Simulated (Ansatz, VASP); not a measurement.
## TaN in VASP and in Ansatz

File INCAR:

```
ALGO = Normal ; EDIFF = 1E-6
ENCUT = 600 ; GGA = PS
GGA_COMPAT = False ; ISIF = 2
ISMEAR = -1 ; LASPH = True
LCHARG = False ; LMAXMIX = 4
LNONCOLLINEAR = True ; LORBIT = 11
LORBMOM = True ; LREAL = False
LSORBIT = True ; LWAVE = False
MAGMOM = 0 0 0 0 0 0 ; NBANDS = 30
NELM = 200 ; PREC = Accurate
SIGMA = 0.05
```

KPOINTS

```
k-points
0
Gamma
  10 10 10
```

Contents of POSCAR:

```
TaN
1.0
    0.0000000000      2.2113230000      2.2113230000
    2.2113230000      0.0000000000      2.2113230000
    2.2113230000      2.2113230000      0.0000000000
Ta N
1 1
Direct
    0.5000000000      0.5000000000      0.5000000000
    0.0000000000      0.0000000000      0.0000000000
```

The input input.yaml:

```yaml
crystal:
  lattice:
    - [0.0, 2.211323, 2.211323]
    - [2.211323, 0.0, 2.211323]
    - [2.211323, 2.211323, 0.0]
  atoms:
    - { symbol: Ta, position: [0.5, 0.5, 0.5] }
    - { symbol: "N", position: [0.0, 0.0, 0.0] }
hamiltonian:
  xc: pbesol
  pseudopotentials: { kind: paw_fr }
magnetization:
  noncollinear: true
  spin_orbit: true
kpoints:
  mp_grid: { grid: [10, 10, 10] }
  band_path:
    path:
      - [[0.0, 0.0, 0.0], [0.5, 0.0, 0.5], [0.5, 0.25, 0.75], [0.375, 0.375, 0.75], [0.0, 0.0, 0.0], [0.5, 0.5, 0.5], [0.625, 0.25, 0.625], [0.5, 0.25, 0.75], [0.5, 0.5, 0.5], [0.375, 0.375, 0.75]]
      - [[0.625, 0.25, 0.625], [0.5, 0.0, 0.5]]
    npoints: 14
scf:
  occupations: { method: fermi_dirac, width: 0.05 }
  n_extra_bands: 6
output:
  forces: true
  stress: true
  eigenvalues: true
  fatbands: false
  write_density: true
  write_potential: true
  elf: true
  volumetric_format: npy
```

Alike in both runs: functional PBEsol; k mesh 10 × 10 × 10; occupations fermi-dirac, width 0.05 eV; non-collinear spin, spin-orbit coupling.

|  | VASP | Ansatz |
| --- | --- | --- |
| version | VASP 6.6.1 | Ansatz 0.2.0 |
| potentials or method | VASP PAW PBE potentials, release 64 (Ta_sv_GW, N) | Ansatz PAW |
| plane-wave cutoff (eV) | 600 | 420 |
| valence electrons in the cell | 18 | 18 |
| task | single point | band structure |

|  | VASP | Ansatz | Ansatz less VASP |
| --- | --- | --- | --- |
| pressure (GPa) | -10.4 | -10.8 | -0.41 |
| net moment per atom (μB) | 0.00 | 0.00 | 0.000 |

VASP's potentials were made for PBE, not for PBEsol. The functional is the same, so the differences come from potentials, cutoffs and numerics.
